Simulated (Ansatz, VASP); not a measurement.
## BN: VASP beside Ansatz

INCAR

```
PREC     = Accurate       # precision mode
ENCUT    = 520            # plane-wave cutoff, eV
EDIFF    = 1E-7           # SCF threshold, eV
ISMEAR   = 0              # smearing method
SIGMA    = 0.05           # smearing width, eV
LREAL    = F              # projectors in reciprocal space
LASPH    = T              # aspherical terms in the spheres
NELM     = 80             # most SCF steps
ALGO     = Normal         # electronic algorithm
ISIF     = 2              # what is computed and relaxed
LWAVE    = F              # write WAVECAR
LCHARG   = F              # write CHGCAR
GGA      = PE             # functional
NBANDS   = 16             # bands
```

The input KPOINTS:

```
regular mesh
0
Gamma
  12 12 6
```

File POSCAR:

```
BN
1.0
    2.5539396017      0.0000000000      0.0000000000
   -1.2769698009      2.2117765748      0.0000000000
    0.0000000000      0.0000000000      4.2268550000
B N
2 2
Direct
    0.6824954883      0.3649909765      0.9997240000
    0.3175045117      0.6350090235      0.4997240000
    0.6497119704      0.2994239408      0.6252760000
    0.3502880296      0.7005760592      0.1252760000
```

Input for Ansatz:

```yaml
crystal:
  lattice:
    - [2.5539396017, 0.0, 0.0]
    - [-1.2769698009, 2.2117765748, 0.0]
    - [0.0, 0.0, 4.226855]
  atoms:
    - { symbol: B, position: [0.6824954883, 0.3649909765, 0.999724] }
    - { symbol: B, position: [0.3175045117, 0.6350090235, 0.499724] }
    - { symbol: "N", position: [0.6497119704, 0.2994239408, 0.625276] }
    - { symbol: "N", position: [0.3502880296, 0.7005760592, 0.125276] }
basis:
  ecutwfc: 420
kpoints:
  mp_grid: { grid: [12, 12, 6] }
hamiltonian:
  xc: pbe
scf:
  occupations: { method: gaussian, width: 0.05 }
output:
  forces: true
  stress: true
  eigenvalues: true
```

Change from the starting cell: mode 4 (471.6 1/cm) frozen in, largest displacement +0.075 Å.

Alike in both runs: task single point; functional PBE; k mesh 12 × 12 × 6; occupations gaussian, width 0.05 eV; no spin polarisation.

|  | VASP | Ansatz |
| --- | --- | --- |
| version | VASP 6.6.1 | Ansatz 0.2.0 |
| potentials or method | VASP PAW PBE potentials, release 64 (B, N), cutoff 520 eV | scalar-relativistic, plane waves, PAW |
| valence electrons in the cell | 16 | 16 |

|  | VASP | Ansatz | Ansatz less VASP |
| --- | --- | --- | --- |
| gap on the k mesh at the Fermi level (eV) | 5.10 | 5.12 | +0.016 |
| least direct gap on the mesh (eV) | 8.01 | 8.02 | +0.012 |
| pressure (GPa) | 0.0 | -0.2 | -0.23 |
| traceless stress, the component that is largest in VASP (GPa) | -1.78 | -1.81 | -0.028 |
| rms of the force components (eV/Å) | 0.438 | 0.438 | +0.0001 |

Atom by atom the forces differ by 0.002 eV/Å (rms over components).
